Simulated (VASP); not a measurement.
The system is Zn3O.

```xyz
4
Lattice="3.7353 0.0000 0.0000 -1.8677 3.2349 0.0000 0.0000 0.0000 5.0625" Properties=species:S:1:pos:R:3 pbc="T T T"
Zn    2.3032    0.0000    2.5312
Zn   -1.1516    1.9947    2.5312
Zn    0.7161    1.2402    2.5312
O     0.0000    0.0000    2.5312
```

The cell was generated, and may not be a known phase.

```yaml
Program: VASP 6.6.1
Task: relaxation of cell and atoms
Functional: PBE
Potentials_or_basis: VASP PAW PBE potentials, release 64 (Zn, O)
Cutoff: 800 eV
k_mesh: 6 × 6 × 4
Occupations: gaussian, width 0.2 eV
Spin: no spin polarisation
```

At the start: pressure 177.5 GPa; volume 15.29 Å³/atom.

Question: How do energy, volume and symmetry change on relaxing?

Answer: Over 25 steps the energy falls by 5382.7 meV/atom and the volume is 26.38 Å³/atom (+72.5 %); space group P-62m (No. 189, to 0.1 Å) before and after.

The path:
| step | energy change (eV) | largest force (eV/Å) | pressure (GPa) | volume (Å³) |
| --- | --- | --- | --- | --- |
| 1 | 0.0000 | 17.1680 | 177.54 | 61.17 |
| 2 | -0.7787 | 0.4840 | -24.64 | 300.96 |
| 3 | -18.1387 | 0.9027 | -8.87 | 143.63 |
| 4 | -18.7418 | 0.8649 | -8.64 | 135.38 |
| 5 | -20.0532 | 0.4525 | 6.45 | 94.69 |
| 6 | -20.2473 | 0.7091 | -3.82 | 109.41 |
| 7 | -20.3294 | 0.6491 | -1.30 | 104.32 |
| 8 | -20.3304 | 0.6329 | -0.68 | 103.28 |
| 9 | -20.3884 | 0.7751 | 0.12 | 101.93 |
| 10 | -20.5583 | 1.1236 | 2.93 | 97.92 |
| 11 | -20.5964 | 0.8378 | 11.98 | 90.17 |
| 12 | -20.6529 | 1.2231 | 6.38 | 94.30 |
| 13 | -20.6588 | 1.1226 | 8.97 | 92.19 |
| 14 | -20.6632 | 1.1119 | 9.04 | 92.13 |
| 15 | -20.6759 | 1.0746 | 9.31 | 91.94 |
| 16 | -20.6967 | 0.9825 | 9.89 | 91.58 |
| 17 | -20.7163 | 0.7203 | 11.20 | 90.85 |
| 18 | -20.7562 | 0.6977 | 10.82 | 91.14 |
| 19 | -20.8685 | 0.6281 | 9.79 | 92.03 |
| 20 | -21.0615 | 0.4856 | 7.92 | 93.81 |
| 21 | -21.3336 | 0.1766 | 4.92 | 97.41 |
| 22 | -21.5025 | 0.5120 | 1.36 | 104.81 |
| 23 | -21.5040 | 0.4705 | 1.51 | 104.34 |
| 24 | -21.5172 | 0.3232 | 1.05 | 104.66 |
| 25 | -21.5306 | 0.0313 | -0.07 | 105.50 |

Final structure:
```
Zn O
1.0
     4.94516    0.00000    0.00000
    -2.47258    4.28264    0.00000
     0.00000    0.00000    4.98152
Zn O
3 1
Cartesian
  1.9196 0.0000 2.4908
  3.9853 1.6625 2.4908
  1.5128 2.6202 2.4908
  0.0000 0.0000 2.4908
```

Caveat: the volume moved by over 15 % at a fixed basis, so the end points are rough.
